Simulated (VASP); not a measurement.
# GaSb (I-4m2) in VASP: single point with r2SCAN

Aim: the single point of GaSb with r2SCAN.

All numbers are computed with VASP 6.6.1; they aren't measurements. Logs are shortened: lines on timing, memory, paths and dates and some standing lists are left out, and cuts for length are marked.

**1. The cell of the first run**

It takes space group I-4m2 (No. 119, tetragonal). Conventional cell: a = 4.336 Å, b = 4.336 Å, c = 5.519 Å, α = 90.00°, β = 90.00°, γ = 90.00°. Ga (site symmetry -4m2) has 4 Sb at 2.57 Å within 3.4 Å. Sb (site symmetry -4m2) has 4 Ga at 2.57 Å within 3.4 Å.

**2. Single point, r2SCAN (strain -0.1000 x Voigt [1, 0, 0, 0, 0, 0])**

POSCAR reads:

```
GaSb
1.0
    0.0000000000      3.0661484739      3.0661484739
    2.7595336265      0.0000000000      3.0661484739
    2.7595336265      3.0661484739      0.0000000000
Ga Sb
1 1
Direct
    0.0000000000      0.0000000000      0.0000000000
    0.7500000000      0.7500000000      0.7500000000
```

INCAR.step1 reads:

```
PREC     = Accurate       # precision mode
ENCUT    = 520            # plane-wave cutoff, eV
ISMEAR   = 0              # smearing method
SIGMA    = 0.05           # smearing width, eV
LREAL    = F              # projectors in reciprocal space
LASPH    = T              # aspherical terms in the spheres
NELM     = 100            # most SCF steps
NBANDS   = 16             # bands
GGA      = PE             # functional
ALGO     = Normal         # electronic algorithm
EDIFF    = 1E-4           # SCF threshold, eV
LWAVE    = T              # write WAVECAR
LCHARG   = F              # write CHGCAR
```

INCAR.step2 reads:

```
PREC     = Accurate       # precision mode
ENCUT    = 520            # plane-wave cutoff, eV
EDIFF    = 1E-7           # SCF threshold, eV
ISMEAR   = 0              # smearing method
SIGMA    = 0.05           # smearing width, eV
LREAL    = F              # projectors in reciprocal space
LASPH    = T              # aspherical terms in the spheres
NELM     = 100            # most SCF steps
ALGO     = Normal         # electronic algorithm
ISIF     = 2              # what is computed and relaxed
LWAVE    = F              # write WAVECAR
LCHARG   = T              # write CHGCAR
METAGGA  = R2SCAN         # meta-GGA
LMIXTAU  = T            
LELF     = T              # ELF
LVHAR    = T            
NBANDS   = 16             # bands
ISTART   = 1
```

KPOINTS reads:

```
Automatic mesh
0
Gamma
  10 10 10
```

Potentials or basis: VASP PAW PBE potentials, release 64 (Ga_d, Sb).

On the command line:

```bash
$ cat potpaw_PBE.64/Ga_d/POTCAR potpaw_PBE.64/Sb/POTCAR > POTCAR
$ cp INCAR.step1 INCAR
$ mpirun -np 1 vasp_std > vasp.out
$ cp INCAR.step2 INCAR
$ mpirun -np 1 vasp_std > vasp.out
```

OUTCAR:

```text
PREC = Accurate
   ENCUT = 520
   EDIFF = 1E-7
   ISMEAR = 0
   LREAL = F
   LASPH = T
   NELM = 100
   ISIF = 2
   METAGGA = R2SCAN
   ISTART = 1

 ion  position               nearest neighbor table
   1  0.000  0.000  0.000-   2 2.57   2 2.57   2 2.57   2 2.57
   2  0.750  0.750  0.750-   1 2.57   1 2.57   1 2.57   1 2.57

  LATTYP: Found a body centered tetragonal cell.
 ALAT       =     4.3361887560
 C/A-ratio  =     1.2727922061

  Lattice vectors:

 A1 = (  -2.7595336265,   0.0000000000,  -3.0661484739)
 A2 = (  -2.7595336265,   0.0000000000,   3.0661484739)
 A3 = (   2.7595336265,   3.0661484739,   0.0000000000)

Analysis of symmetry for initial positions (statically):
=====================================================================
 Subroutine PRICEL returns:
 Original cell was already a primitive cell.

 Routine SETGRP: Setting up the symmetry group for a
 body centered tetragonal supercell.

 Subroutine GETGRP returns: Found  8 space group operations
 (whereof  8 operations were pure point group operations)
 out of a pool of 16 trial point group operations.

The static configuration has the point symmetry D_2d.

Analysis of symmetry for dynamics (positions and initial velocities):
=====================================================================
 Subroutine PRICEL returns:
 Original cell was already a primitive cell.

 Routine SETGRP: Setting up the symmetry group for a
 body centered tetragonal supercell.

 Subroutine GETGRP returns: Found  8 space group operations
 (whereof  8 operations were pure point group operations)
 out of a pool of 16 trial point group operations.

The dynamic configuration has the point symmetry D_2d.

 Subroutine INISYM returns: Found  8 space group operations
 (whereof  8 operations are pure point group operations),
 and found     1 'primitive' translations

----------------------------------------------------------------------------------------

                                     Primitive cell

  volume of cell :      51.8862

  direct lattice vectors                    reciprocal lattice vectors
     0.000000000  3.066148474  3.066148474    -0.181190037  0.163071033  0.163071033
     2.759533627  0.000000000  3.066148474     0.181190037 -0.163071033  0.163071033
     2.759533627  3.066148474  0.000000000     0.181190037  0.163071033 -0.163071033

  length of vectors
     4.336188756  4.125080884  4.125080884     0.293281696  0.293281696  0.293281696

  position of ions in fractional coordinates (direct lattice)
[... 79 lines left out ...]
   EDIFF  = 0.1E-06   stopping-criterion for ELM
   LREAL  =      F    real-space projection
   EDIFFG = 0.1E-05   stopping-criterion for IOM
   NSW    =      0    number of steps for IOM
   IBRION =     -1    ionic relax: 0-MD 1-quasi-New 2-CG
   NFREE  =      0    steps in history (QN), initial steepest desc. (CG)
   ISIF   =      2    stress and relaxation
   ISYM   =      2    0-nonsym 1-usesym 2-fastsym
   POTIM  = 0.5000    time-step for ionic-motion
   TEBEG  =    0.0;   TEEND  =   0.0 temperature during run
   PSTRESS=    0.0 pullay stress
   NELECT =      18.0000    total number of electrons
   NUPDOWN=      -1.0000    fix difference up-down
   EMIN   =  10.00;   EMAX   =-10.00  energy-range for DOS
   EFERMI =   0.00;   METHOD = LEGACY
   ISMEAR =     0;   SIGMA  =   0.05  broadening in eV -4-tet -1-fermi 0-gaus
   EFERMI_NEDOS =   21; number of points for ismear=-14 and -15
   IALGO  =     38    algorithm
   IMIX   =      4    mixing-type and parameters
     AMIX     =   0.40;   BMIX     =  1.00
     AMIX_MAG =   1.60;   BMIX_MAG =  1.00
  volume/ion in A,a.u.               =      25.94       175.07
  Fermi-wavevector in a.u.,A,eV,Ry     =   1.150310  2.173771 18.003414  1.323214
  Thomas-Fermi vector in A             =   2.286975
   LORBIT       =      0    0 simple, 1 ext, 2 COOP (PROOUT), +10 PAW based schemes
   METAGGA = R2SCAN    functional components
   LHFCALC =     F    Hartree Fock is set to
   AEXX    =    0.0000 exact exchange contribution
   IVDW    =     0    specifies the selected vdW correction
   LEPSILON=     F    determine dielectric tensor
   LRPA    =     F    only Hartree local field effects (RPA)
 non-spin polarized calculation
 Gauss-broadening in eV      SIGMA  =   0.05
  energy-cutoff  :      520.00
  volume of cell :       51.89
 maximum number of plane-waves:      1432
   NGX = 17   NGY = 15   NGZ = 15

 number of electron      18.0000008 magnetization

 Free energy of the ion-electron system (eV)
  ---------------------------------------------------
  ext. energy  EPLUGINS =         0.00000000
  ---------------------------------------------------
  free energy    TOTEN  =       -37.43286075 eV

  energy without entropy =      -37.43280382  energy(sigma->0) =      -37.43283228

 E-fermi :   6.0480     XC(G=0): -10.1958

 val. band max:        5.7974350095   @ k =   0.1000   0.0000   0.0000
 cond. band min:       6.0480685138   @ k =   0.0000   0.4000   0.4000
 fundamental gap:      0.2506335043
 Fermi energy:         6.0479670083

 k-point     1 :       0.0000    0.0000    0.0000
  band No.  band energies     occupation
      1      -9.9665      2.00000
      2      -9.9665      2.00000
      3      -9.9550      2.00000
      4      -9.8960      2.00000
      5      -9.8853      2.00000
      6      -6.9080      2.00000
[... 433 lines left out ...]
      3      -9.9300      2.00000
      4      -9.9010      2.00000
      5      -9.8867      2.00000
      6      -5.0699      2.00000
[... 8 lines left out ...]
     15      16.7311      0.00000
     16      17.2683      0.00000

 [... further k-points ...]

------------------------ aborting loop because EDIFF is reached ----------------------------------------

  FORCE on cell =-STRESS in cart. coord.  units (eV):
  Direction    XX          YY          ZZ          XY          YZ          ZX
  --------------------------------------------------------------------------------------
  -------------------------------------------------------------------------------------
  Total        3.1600050      1.8670293      1.8670293      0.0000000      0.0000000      0.0000000
  in kB       97.5767387     57.6513735     57.6513735      0.0000000      0.0000000      0.0000000
  external PRESSURE =      70.9598286 kB  Pullay stress =       0.0000000 kB

 VOLUME and BASIS-vectors are now :
 -----------------------------------------------------------------------------
  energy-cutoff  :      520.00
  volume of cell :       51.89
      direct lattice vectors                 reciprocal lattice vectors
     0.000000000  3.066148474  3.066148474    -0.181190037  0.163071033  0.163071033
     2.759533627  0.000000000  3.066148474     0.181190037 -0.163071033  0.163071033
     2.759533627  3.066148474  0.000000000     0.181190037  0.163071033 -0.163071033

 POSITION                                       TOTAL-FORCE (eV/Angst)
 -----------------------------------------------------------------------------------
      0.00000      0.00000      0.00000         0.000000     -0.000000     -0.000000
      4.13930      4.59922      4.59922        -0.000000      0.000000      0.000000
 -----------------------------------------------------------------------------------
    total drift:                               -0.000039      0.000024      0.000024

  FREE ENERGIE OF THE ION-ELECTRON SYSTEM (eV)
  ---------------------------------------------------
  free  energy   TOTEN  =       -37.4328607537 eV

  energy  without entropy=      -37.4328038157  energy(sigma->0) =      -37.43283228
```

OSZICAR.step1:

```text
N       E                     dE             d eps       ncg     rms          rms(c)
DAV:   1     0.841904630590E+02    0.84190E+02   -0.86751E+03  3312   0.143E+03
DAV:   2    -0.763694716814E+00   -0.84954E+02   -0.81404E+02  3856   0.304E+02
DAV:   3    -0.708269853435E+01   -0.63190E+01   -0.63011E+01  4008   0.651E+01
DAV:   4    -0.719267707917E+01   -0.10998E+00   -0.10997E+00  4048   0.968E+00
DAV:   5    -0.719517083034E+01   -0.24938E-02   -0.24937E-02  4256   0.129E+00    0.357E+00
DAV:   6    -0.714107394671E+01    0.54097E-01   -0.65199E-02  4944   0.418E+00    0.216E+00
DAV:   7    -0.712267001378E+01    0.18404E-01   -0.46684E-02  3920   0.179E+00    0.367E-01
DAV:   8    -0.712351741844E+01   -0.84740E-03   -0.45948E-03  4336   0.798E-01    0.114E-01
DAV:   9    -0.712393127733E+01   -0.41386E-03   -0.71345E-04  3960   0.199E-01    0.424E-02
DAV:  10    -0.712392452838E+01    0.67489E-05   -0.22788E-05  2992   0.353E-02
   1 F= -.71239245E+01 E0= -.71238906E+01  d E =-.679486E-04
```

It took 5.4 min on 1 thread of Intel Xeon 8259CL, shared host; peak memory 0.25 GiB.

Results:

```
Free energy            : -37.4329 eV
Pressure               : 7.1 GPa
Band gap on the k mesh : zero (bands 9 and 10 overlap by 0.10 eV)
```

Caveat: the cell differs from its parent crystal (strain -0.1000 x Voigt [1, 0, 0, 0, 0, 0]); the cell stands under pressure; semilocal functionals underestimate gaps, and a narrow one can read as zero; the PAW data sets were made with another functional, which shifts forces and pressure a little; spin-orbit coupling is left out, which moves the levels of the heavy elements.

The gap in the log of VASP goes by the Fermi energy; the results here count the filled bands.